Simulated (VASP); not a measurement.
# AlGa3N4 in VASP: further runs

Runs on AlGa3N4. Level: r2SCAN. Tasks: single point.

Program: VASP 6.6.1. These are calculated values, not measurements. Logs are shortened: lines on timing, memory, paths and dates and some standing lists are left out, and cuts for length are marked.

## (1) The cell of the first run

It takes space group P-43m (No. 215, cubic). Conventional cell: a = 4.689 Å, b = 4.689 Å, c = 4.689 Å, α = 90.00°, β = 90.00°, γ = 90.00°. Al (site symmetry -43m) has 4 N at 1.99 Å within 2.6 Å. Within 2.7 Å of Ga (site symmetry -42m) lie 4 N at 2.05 Å. Within 2.6 Å of N (site symmetry 3m) lie 1 Al at 1.99 Å and 3 Ga at 2.05 Å.

## (2) Single point, r2SCAN (strain +0.050 along x and y, +0.050 along z)

The input, POSCAR:

```
AlGa3N4
1.0
    4.6886116748      0.0000000000      0.0000000000
    0.0000000000      4.6886116748      0.0000000000
    0.0000000000      0.0000000000      4.6886116748
Al Ga N
1 3 4
Direct
    0.0000000000      0.0000000000      0.0000000000
    0.5000000000      0.5000000000      0.0000000000
    0.5000000000      0.0000000000      0.5000000000
    0.0000000000      0.5000000000      0.5000000000
    0.7553510553      0.7553510553      0.2446489447
    0.7553510553      0.2446489447      0.7553510553
    0.2446489447      0.7553510553      0.7553510553
    0.2446489447      0.2446489447      0.2446489447
```

The input, INCAR.step1:

```
PREC = Accurate ; ENCUT = 520
ISMEAR = 0 ; SIGMA = 0.05
LREAL = False ; LASPH = True
NELM = 60 ; NBANDS = 41
GGA = PE ; ALGO = Normal
EDIFF = 1E-4 ; LWAVE = True
LCHARG = False
```

The input, INCAR.step2:

```
PREC = Accurate ; ENCUT = 520
EDIFF = 1E-6 ; ISMEAR = 0
SIGMA = 0.05 ; LREAL = False
LASPH = True ; NELM = 60
ALGO = Normal ; ISIF = 2
LWAVE = False ; LCHARG = False
METAGGA = R2SCAN ; LMIXTAU = True
NBANDS = 41 ; ISTART = 1
```

The input, KPOINTS:

```
Automatic mesh
0
Gamma
  6 6 6
```

Potentials or basis: VASP PAW PBE potentials, release 64 (Al, Ga_d, N).

Command:

```bash
$ cat potpaw_PBE.64/Al/POTCAR potpaw_PBE.64/Ga_d/POTCAR potpaw_PBE.64/N/POTCAR > POTCAR
$ cp INCAR.step1 INCAR
$ mpirun -np 1 vasp_std > vasp.out
$ cp INCAR.step2 INCAR
$ mpirun -np 1 vasp_std > vasp.out
```

OUTCAR:

```text
PREC = Accurate
   ENCUT = 520
   EDIFF = 1E-6
   ISMEAR = 0
   LREAL = False
   LASPH = True
   NELM = 60
   ISIF = 2
   METAGGA = R2SCAN
   ISTART = 1

 ion  position               nearest neighbor table
   1  0.000  0.000  0.000-   5 1.99   6 1.99   7 1.99   8 1.99
   2  0.500  0.500  0.000-   5 2.05   6 2.05   7 2.05   8 2.05
   3  0.500  0.000  0.500-   5 2.05   6 2.05   7 2.05   8 2.05
   4  0.000  0.500  0.500-   5 2.05   6 2.05   7 2.05   8 2.05
   5  0.755  0.755  0.245-   1 1.99   2 2.05   3 2.05   4 2.05
   6  0.755  0.245  0.755-   1 1.99   2 2.05   3 2.05   4 2.05
   7  0.245  0.755  0.755-   1 1.99   2 2.05   3 2.05   4 2.05
   8  0.245  0.245  0.245-   1 1.99   2 2.05   3 2.05   4 2.05

  LATTYP: Found a simple cubic cell.
 ALAT       =     4.6886116748

  Lattice vectors:

 A1 = (   4.6886116748,   0.0000000000,   0.0000000000)
 A2 = (   0.0000000000,   4.6886116748,   0.0000000000)
 A3 = (   0.0000000000,   0.0000000000,   4.6886116748)

Analysis of symmetry for initial positions (statically):
=====================================================================
 Subroutine PRICEL returns:
 Original cell was already a primitive cell.

 Routine SETGRP: Setting up the symmetry group for a
 simple cubic supercell.

 Subroutine GETGRP returns: Found 24 space group operations
 (whereof 24 operations were pure point group operations)
 out of a pool of 48 trial point group operations.

The static configuration has the point symmetry T_d .

Analysis of symmetry for dynamics (positions and initial velocities):
=====================================================================
 Subroutine PRICEL returns:
 Original cell was already a primitive cell.

 Routine SETGRP: Setting up the symmetry group for a
 simple cubic supercell.

 Subroutine GETGRP returns: Found 24 space group operations
 (whereof 24 operations were pure point group operations)
 out of a pool of 48 trial point group operations.

The dynamic configuration has the point symmetry T_d .

 Subroutine INISYM returns: Found 24 space group operations
 (whereof 24 operations are pure point group operations),
 and found     1 'primitive' translations

----------------------------------------------------------------------------------------

                                     Primitive cell

[... 101 lines left out ...]
   IBRION =     -1    ionic relax: 0-MD 1-quasi-New 2-CG
   NFREE  =      0    steps in history (QN), initial steepest desc. (CG)
   ISIF   =      2    stress and relaxation
   ISYM   =      2    0-nonsym 1-usesym 2-fastsym
   POTIM  = 0.5000    time-step for ionic-motion
   TEBEG  =    0.0;   TEEND  =   0.0 temperature during run
   PSTRESS=    0.0 pullay stress
   NELECT =      62.0000    total number of electrons
   NUPDOWN=      -1.0000    fix difference up-down
   EMIN   =  10.00;   EMAX   =-10.00  energy-range for DOS
   EFERMI =   0.00;   METHOD = LEGACY
   ISMEAR =     0;   SIGMA  =   0.05  broadening in eV -4-tet -1-fermi 0-gaus
   EFERMI_NEDOS =   21; number of points for ismear=-14 and -15
   IALGO  =     38    algorithm
   IMIX   =      4    mixing-type and parameters
     AMIX     =   0.40;   BMIX     =  1.00
     AMIX_MAG =   1.60;   BMIX_MAG =  1.00
  volume/ion in A,a.u.               =      12.88        86.94
  Fermi-wavevector in a.u.,A,eV,Ry     =   1.381957  2.611520 25.984469  1.909805
  Thomas-Fermi vector in A             =   2.506693
   LORBIT       =      0    0 simple, 1 ext, 2 COOP (PROOUT), +10 PAW based schemes
   METAGGA = R2SCAN    functional components
   LHFCALC =     F    Hartree Fock is set to
   AEXX    =    0.0000 exact exchange contribution
   IVDW    =     0    specifies the selected vdW correction
   LEPSILON=     F    determine dielectric tensor
   LRPA    =     F    only Hartree local field effects (RPA)
 non-spin polarized calculation
 Gauss-broadening in eV      SIGMA  =   0.05
  energy-cutoff  :      520.00
  volume of cell :      103.07
 maximum number of plane-waves:      2800
 NGX is ok and might be reduce to    36
   NGX = 17   NGY = 17   NGZ = 17

 number of electron      61.9999970 magnetization

 Free energy of the ion-electron system (eV)
  ---------------------------------------------------
  ext. energy  EPLUGINS =         0.00000000
  ---------------------------------------------------
  free energy    TOTEN  =       -83.85290694 eV

  energy without entropy =      -83.85290694  energy(sigma->0) =      -83.85290694

 E-fermi :   3.9939     XC(G=0): -11.5889

 val. band max:        3.7735996586   @ k =   0.0000   0.0000   0.0000
 cond. band min:       5.5501526569   @ k =   0.0000   0.0000   0.0000
 fundamental gap:      1.7765529983
 Fermi energy:         3.9939439329

 k-point     1 :       0.0000    0.0000    0.0000
  band No.  band energies     occupation
      1     -11.6639      2.00000
      2     -10.8589      2.00000
      3     -10.8589      2.00000
      4     -10.8589      2.00000
      5      -9.7977      2.00000
      6      -9.7977      2.00000
[... 869 lines left out ...]
     40      13.6921      0.00000
     41      13.6921      0.00000

------------------------ aborting loop because EDIFF is reached ----------------------------------------

  FORCE on cell =-STRESS in cart. coord.  units (eV):
  Direction    XX          YY          ZZ          XY          YZ          ZX
  --------------------------------------------------------------------------------------
  -------------------------------------------------------------------------------------
  Total      -13.5167577    -13.5167577    -13.5167577      0.0000000     -0.0000000      0.0000000
  in kB     -210.1117390   -210.1117390   -210.1117390      0.0000000     -0.0000000      0.0000000
  external PRESSURE =    -210.1117390 kB  Pullay stress =       0.0000000 kB

 VOLUME and BASIS-vectors are now :
 -----------------------------------------------------------------------------
  energy-cutoff  :      520.00
  volume of cell :      103.07
      direct lattice vectors                 reciprocal lattice vectors
     4.688611675  0.000000000  0.000000000     0.213282752  0.000000000  0.000000000
     0.000000000  4.688611675  0.000000000     0.000000000  0.213282752  0.000000000
     0.000000000  0.000000000  4.688611675     0.000000000  0.000000000  0.213282752

 POSITION                                       TOTAL-FORCE (eV/Angst)
 -----------------------------------------------------------------------------------
      0.00000      0.00000      0.00000         0.000000     -0.000000     -0.000000
      2.34431      2.34431      0.00000         0.000000      0.000000     -0.000000
      2.34431      0.00000      2.34431         0.000000      0.000000     -0.000000
      0.00000      2.34431      2.34431         0.000000      0.000000     -0.000000
      3.54155      3.54155      1.14706         0.040968      0.040968     -0.040968
      3.54155      1.14706      3.54155         0.040968     -0.040968      0.040968
      1.14706      3.54155      3.54155        -0.040968      0.040968      0.040968
      1.14706      1.14706      1.14706        -0.040968     -0.040968     -0.040968
 -----------------------------------------------------------------------------------
    total drift:                                0.000000      0.000000     -0.000000

  FREE ENERGIE OF THE ION-ELECTRON SYSTEM (eV)
  ---------------------------------------------------
  free  energy   TOTEN  =       -83.8529069360 eV

  energy  without entropy=      -83.8529069360  energy(sigma->0) =      -83.85290694
```

OSZICAR.step1:

```text
N       E                     dE             d eps       ncg     rms          rms(c)
DAV:   1     0.622609534186E+03    0.62261E+03   -0.28279E+04  1842   0.245E+03
DAV:   2     0.539153834720E+02   -0.56869E+03   -0.53182E+03  1800   0.621E+02
DAV:   3    -0.500562933844E+02   -0.10397E+03   -0.10073E+03  1808   0.187E+02
DAV:   4    -0.581580003295E+02   -0.81017E+01   -0.80147E+01  2318   0.546E+01
DAV:   5    -0.583599349114E+02   -0.20193E+00   -0.20167E+00  2016   0.855E+00    0.150E+01
DAV:   6    -0.504892090338E+02    0.78707E+01   -0.26995E+01  2952   0.517E+01    0.458E+00
DAV:   7    -0.507211435342E+02   -0.23193E+00   -0.33369E+00  1919   0.114E+01    0.381E+00
DAV:   8    -0.507212067015E+02   -0.63167E-04   -0.60304E-01  2622   0.617E+00    0.126E+00
DAV:   9    -0.506788275880E+02    0.42379E-01   -0.16728E-01  2508   0.472E+00    0.618E-01
DAV:  10    -0.506796737775E+02   -0.84619E-03   -0.20581E-02  1985   0.823E-01    0.265E-01
DAV:  11    -0.506798743536E+02   -0.20058E-03   -0.42009E-03  2423   0.671E-01    0.382E-02
DAV:  12    -0.506798653836E+02    0.89701E-05   -0.39128E-04  1762   0.219E-01
   1 F= -.50679865E+02 E0= -.50679865E+02  d E =-.446363E-11
```

Wall time 2 min (1 thread of Intel Xeon 6975P-C (Granite Rapids), shared host); peak memory 0.25 GiB.

What came out:

```
Free energy            : -83.8529 eV
Pressure               : -21.0 GPa
Largest force          : 0.071 eV/Å
Band gap on the k mesh : 1.78 eV, direct
```

Forces in eV/Å, atoms in the order of the input:
```
Al   0.000  0.000  0.000
Ga   0.000  0.000  0.000
Ga   0.000  0.000  0.000
Ga   0.000  0.000  0.000
N    0.041  0.041 -0.041
N    0.041 -0.041  0.041
N   -0.041  0.041  0.041
N   -0.041 -0.041 -0.041
```

Caveat: the cell differs from its parent crystal (strain +0.050 along x and y, +0.050 along z); the PAW data sets were made with another functional, which shifts forces and pressure a little.

(Part 1 of 2 ends here.)
